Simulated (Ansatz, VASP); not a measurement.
**Hf in VASP and in Ansatz**

Contents of INCAR:

```
PREC     = Accurate       # precision mode
ENCUT    = 520            # plane-wave cutoff, eV
EDIFF    = 1E-6           # SCF threshold, eV
ISMEAR   = -1             # smearing method
SIGMA    = 0.03           # smearing width, eV
LREAL    = F              # projectors in reciprocal space
LASPH    = T              # aspherical terms in the spheres
NELM     = 80             # most SCF steps
ALGO     = Normal         # electronic algorithm
ISIF     = 2              # what is computed and relaxed
LWAVE    = F              # write WAVECAR
LCHARG   = F              # write CHGCAR
GGA      = CA             # functional
NBANDS   = 11             # bands
```

KPOINTS

```
regular mesh
0
Gamma
  13 13 13
```

POSCAR

```
Hf
1.0
    0.0000000000      2.1534000000      2.2200000000
    2.1534000000      0.0000000000      2.2200000000
    2.1534000000      2.1534000000      0.0000000000
Hf
1
Direct
    0.0000000000      0.0000000000      0.0000000000
```

Input for Ansatz:

```yaml
crystal:
  lattice:
    - [0.0, 2.1534, 2.22]
    - [2.1534, 0.0, 2.22]
    - [2.1534, 2.1534, 0.0]
  atoms:
    - { symbol: Hf, position: [0.0, 0.0, 0.0] }
kpoints:
  mp_grid: { grid: [13, 13, 13] }
  band_path:
    path:
      - [0.0, 0.0, 0.0]
      - [0.0, 0.5, 0.5]
      - [0.25, 0.75, 0.5]
      - [0.0, 0.5, 0.0]
      - [0.0, 0.0, 0.0]
      - [0.5, 0.5, 0.0]
      - [0.3676125, 0.6323875, 0.0]
      - [-0.3676125, 0.3676125, 0.0]
      - [0.0, 0.0, 0.0]
    npoints: 5
scf:
  occupations: { method: fermi_dirac, width: 0.03 }
hamiltonian:
  xc: lda
  pseudopotentials: { kind: all_electron, lapw: { basis_error: 0.001 } }
output:
  forces: true
  stress: true
  eigenvalues: true
```

Change from the starting cell: equal xx and yy strain of -3 %.

Alike in both runs: task single point; functional LDA; k mesh 13 × 13 × 13; occupations fermi-dirac, width 0.03 eV; no spin polarisation.

|  | VASP | Ansatz |
| --- | --- | --- |
| version | VASP 6.6.1 | Ansatz 0.2.0 |
| potentials or method | VASP PAW LDA potentials, release 64 (Hf_pv), cutoff 520 eV | all-electron LAPW, scalar-relativistic |

|  | VASP | Ansatz | Ansatz less VASP |
| --- | --- | --- | --- |
| pressure (GPa) | 1.1 | 1.1 | -0.01 |
| traceless stress, the component that is largest in VASP (GPa) | -0.78 | -0.84 | -0.066 |

LDA's correlation is that of Perdew and Zunger in VASP and of Perdew and Wang (1992) in Ansatz. Ansatz ran all-electron here, and VASP with PAW potentials.

Neither program's run includes spin-orbit coupling.
